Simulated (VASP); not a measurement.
Set up this calculation in VASP 6.6.1, as the native input.

```yaml
Task: relaxation of cell and atoms
Functional: r2SCAN
Potentials_or_basis: VASP PAW PBE potentials, release 64 (Hg, Te)
Cutoff: 600 eV
k_mesh: 12 × 12 × 12
Occupations: gaussian, width 0.1 eV
Spin: no spin polarisation
Dipole_correction: no
Further_INCAR_settings: ALGO = Normal; EDIFF = 1e-06; IBRION = 2; EDIFFG = -0.005; NSW = 100; ISIF = 3
```

Crystal: HgTe.

```
Hg Te
1.0
     0.00000    3.28998    3.28998
     3.28998    0.00000    3.28998
     3.28998    3.28998    0.00000
Hg Te
1 1
Direct
  0.00000 0.00000 0.00000
  0.25000 0.25000 0.25000
```

These files were run (other wordings do the same):

POSCAR

```
HgTe
1.0
    0.0000000000      3.2899842045      3.2899842045
    3.2899842045      0.0000000000      3.2899842045
    3.2899842045      3.2899842045      0.0000000000
Hg Te
1 1
Direct
    0.0000000000      0.0000000000      0.0000000000
    0.2500000000      0.2500000000      0.2500000000
```

INCAR.step1

```
PREC = Accurate
ENCUT = 600
ISMEAR = 0
SIGMA = 0.1
LREAL = F
LASPH = T
NELM = 100
GGA = PE
ALGO = Normal
EDIFF = 1E-4
LWAVE = T
LCHARG = F
```

INCAR.step2

```
PREC = Accurate
ENCUT = 600
EDIFF = 1E-6
ISMEAR = 0
SIGMA = 0.1
LREAL = F
LASPH = T
NELM = 100
ALGO = Normal
ISIF = 3
LWAVE = F
LCHARG = F
METAGGA = R2SCAN
LMIXTAU = T
IBRION = 2
NSW = 100
EDIFFG = -0.005
ISTART = 1
```

KPOINTS

```
Automatic mesh
0
Gamma
  12 12 12
```

Potentials or basis: VASP PAW PBE potentials, release 64 (Hg, Te).

Command:

```bash
$ cat potpaw_PBE.64/Hg/POTCAR potpaw_PBE.64/Te/POTCAR > POTCAR
$ cp INCAR.step1 INCAR
$ mpirun -np 1 vasp_std > vasp.out
$ cp INCAR.step2 INCAR
$ mpirun -np 1 vasp_std > vasp.out
```

Results of the run:

| Property | Result |
| --- | --- |
| Relaxed volume | 35.55 Å³/atom |
| Relaxed cell | a = 4.650 Å, b = 4.650 Å, c = 4.650 Å, α = 60.00°, β = 60.00°, γ = 60.00° |
| Space group after relaxing (to 0.05 Å) | F-43m (No. 216) |
| Energy gained by relaxing | 0.0 meV/atom |
| Ionic steps | 2 |
| Pressure after relaxing | 0.0 GPa |
| Band gap on the k mesh | zero (filled and empty bands touch) |

Caveat: the PAW data sets were made with another functional, which shifts forces and pressure a little; spin-orbit coupling is left out, which moves the levels of the heavy elements.

Run time: 15 min on 1 thread of Oxide Virtual Turin-like Processor, with other jobs on the host, peak memory 0.29 GiB.
